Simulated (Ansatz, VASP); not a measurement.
One calculation of Ge, two programs

File POSCAR:

```
Ge
1.0
    3.9956487014      0.0000000000      0.0000000000
   -1.9978243507      3.4603332800      0.0000000000
    0.0000000000      0.0000000000      6.6027109599
Ge
4
Direct
    0.6666666667      0.3333333333      0.0629814340
    0.3333333333      0.6666666667      0.5629814340
    0.6666666667      0.3333333333      0.4370185660
    0.3333333333      0.6666666667      0.9370185660
```

The input INCAR.step1:

```
SYSTEM = Ge
ALGO = Normal
EDIFF = 1E-4
ENCUT = 520
GGA = PE
ISMEAR = 0
LASPH = .TRUE.
LCHARG = .FALSE.
LREAL = .FALSE.
LWAVE = .TRUE.
NBANDS = 36
NELM = 60
PREC = Accurate
SIGMA = 0.01
```

The input INCAR.step2:

```
SYSTEM = Ge
ALGO = Normal
EDIFF = 1E-7
ENCUT = 520
ISIF = 2
ISMEAR = 0
ISTART = 1
LASPH = .TRUE.
LCHARG = .TRUE.
LELF = .TRUE.
LMIXTAU = .TRUE.
LREAL = .FALSE.
LVHAR = .TRUE.
LWAVE = .FALSE.
METAGGA = R2SCAN
NBANDS = 36
NELM = 60
PREC = Accurate
SIGMA = 0.01
```

File KPOINTS:

```
k-points
0
G
  12 12 6
  0 0 0
```

Input for Ansatz:

```yaml
crystal:
  lattice:
    - [3.9956487014, 0.0, 0.0]
    - [-1.9978243507, 3.46033328, 0.0]
    - [0.0, 0.0, 6.6027109599]
  atoms:
    - { symbol: Ge, position: [0.6666666667, 0.3333333333, 0.062981434] }
    - { symbol: Ge, position: [0.3333333333, 0.6666666667, 0.562981434] }
    - { symbol: Ge, position: [0.6666666667, 0.3333333333, 0.437018566] }
    - { symbol: Ge, position: [0.3333333333, 0.6666666667, 0.937018566] }
basis:
  ecutwfc: 500
kpoints:
  mp_grid: { grid: [12, 12, 6] }
  band_path: { path: [VBM, CBM], npoints: 2 }
hamiltonian:
  xc: r2scan
scf:
  occupations: { method: gaussian, width: 0.01 }
output:
  forces: true
  stress: true
  eigenvalues: true
checkpoint:
  read: start.run
  write: ck
  compress: false
  write_wavefunctions: false
  write_every: 100000
```

Alike in both runs: task single point; functional r2SCAN; k mesh 12 × 12 × 6; occupations gaussian, width 0.01 eV; no spin polarisation.

|  | VASP | Ansatz |
| --- | --- | --- |
| version | VASP 6.6.1 | Ansatz 0.2.0 |
| potentials or method | VASP PAW PBE potentials, release 64 (Ge_d), cutoff 520 eV | scalar-relativistic, plane waves, PAW |
| valence electrons in the cell | 56 | 56 |

Ansatz gave:

* gap on the k mesh at the Fermi level (eV): 0.10
* least direct gap on the mesh (eV): 0.10
* pressure (GPa): 0.0

Task: Estimate VASP's values.

Result: gap on the k mesh at the Fermi level (eV): 0.08; least direct gap on the mesh (eV): 0.08; pressure (GPa): 0.1.

VASP's potentials were made for PBE, not for r2SCAN.
